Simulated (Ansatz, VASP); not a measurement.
Ti3Al: VASP beside Ansatz

```
CELL_PARAMETERS angstrom
2.97708 0.00000 0.00000
-1.48854 2.57822 0.00000
0.00000 0.00000 8.64424
ATOMIC_POSITIONS crystal
Ti 0.66667 0.33333 0.00000
Ti 0.33333 0.66667 0.75117
Ti 0.33333 0.66667 0.24883
Al 0.66667 0.33333 0.50000
```

Alike in both runs: task single point; functional PBEsol; k mesh 15 × 15 × 6; occupations gaussian, width 0.15 eV; no spin polarisation.

|  | VASP | Ansatz |
| --- | --- | --- |
| version | VASP 6.6.1 | Ansatz 0.2.0 |
| potentials or method | VASP PAW PBE potentials, release 64 (Ti_sv, Al), cutoff 520 eV | scalar-relativistic, plane waves, PAW |
| valence electrons in the cell | 39 | 39 |

```csv
,VASP,Ansatz,Ansatz less VASP
gap on the k mesh at the Fermi level (eV),none,none,-
pressure (GPa),0.9,1.0,+0.10
"traceless stress, the component that is largest in VASP (GPa)",9.04,9.03,-0.008
rms of the force components (eV/Å),0.048,0.043,-0.0054
```

VASP's potentials were made for PBE, not for PBEsol, and Ansatz warns of the same on its side. Atom by atom the forces differ by 0.005 eV/Å (rms over components). A gap of «none» marks a metal or a gap that the smearing closes. With one functional, cell and mesh, what is left measures potentials, basis and numerics.
